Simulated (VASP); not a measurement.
**GeSb4Te7: single point with PBEsol**

Crystal: GeSb4Te7.

```
Ge Sb Te
1.0
     4.08445    0.00000    0.00000
    -2.04223    3.53724    0.00000
     0.00000    0.00000   22.43292
Ge Sb Te
1 4 7
Cartesian
  0.0000 0.0000 11.2165
  2.0422 1.1791 20.5102
  0.0000 2.3582 7.6820
  0.0000 2.3582 1.9227
  2.0422 1.1791 14.7509
  0.0000 2.3582 18.7709
  2.0422 1.1791 3.6620
  0.0000 0.0000 16.4860
  2.0422 1.1791 9.6170
  0.0000 2.3582 12.8159
  0.0000 0.0000 0.0000
  0.0000 0.0000 5.9469
```

This cell differs from its parent crystal: equal strain along all axes, cell held: -4.0 %, then relaxed in part.

```json
{"Program": "VASP 6.6.1", "Task": "single point", "Functional": "PBEsol", "Potentials or basis": "VASP PAW PBE potentials, release 64 (Ge_d, Sb, Te)", "Cutoff": "520 eV", "k mesh": "12 × 12 × 2", "Occupations": "gaussian, width 0.1 eV", "Spin": "no spin polarisation"}
```

```yaml
Pressure: 7.5 GPa
Largest_force: 0.049 eV/Å
Band_gap_on_the_k_mesh: zero (bands 38 and 39 overlap by 0.13 eV)
```

Forces in eV/Å, atoms in the order of the input:
```
Ge   0.000  0.000  0.000
Sb   0.000  0.000  0.035
Sb   0.000  0.000  0.036
Sb   0.000  0.000 -0.035
Sb   0.000  0.000 -0.036
Te   0.000  0.000 -0.049
Te   0.000  0.000  0.049
Te   0.000  0.000  0.049
Te   0.000  0.000 -0.002
Te   0.000  0.000  0.002
Te   0.000  0.000  0.000
Te   0.000  0.000 -0.049
```

Stress tensor (GPa, compression positive):
```
7.41 0.00 0.00
0.00 7.41 0.00
0.00 0.00 7.54
```

Levels at points of the mesh, in eV from the Fermi level:
| k point | band 35 | band 36 | band 37 | band 38 | band 39 | band 40 | band 41 | band 42 |
| --- | --- | --- | --- | --- | --- | --- | --- | --- |
| (0.00, 0.00, 0.00) | -1.13 | -1.09 | -0.20 | 0.01 | 0.14 | 0.14 | 0.18 | 0.18 |
| (0.50, 0.00, 0.00) | -1.90 | -1.88 | -1.08 | -1.08 | 0.64 | 0.68 | 0.79 | 0.85 |
| (0.00, 0.00, 0.50) | -1.40 | -0.84 | -0.33 | -0.07 | -0.07 | 0.24 | 0.38 | 0.58 |
| (0.50, 0.00, 0.50) | -2.01 | -1.49 | -1.10 | -0.40 | -0.09 | 0.16 | 0.16 | 1.17 |

It took 18 min on 1 thread of Oxide Virtual Turin-like Processor, with other jobs on the host, peak memory 0.71 GiB.

Caveat: the cell differs from its parent crystal (equal strain along all axes, cell held: -4.0 %, then relaxed in part); the cell stands under pressure; the PAW data sets were made with another functional, which shifts forces and pressure a little; spin-orbit coupling is left out, which moves the levels of the heavy elements.
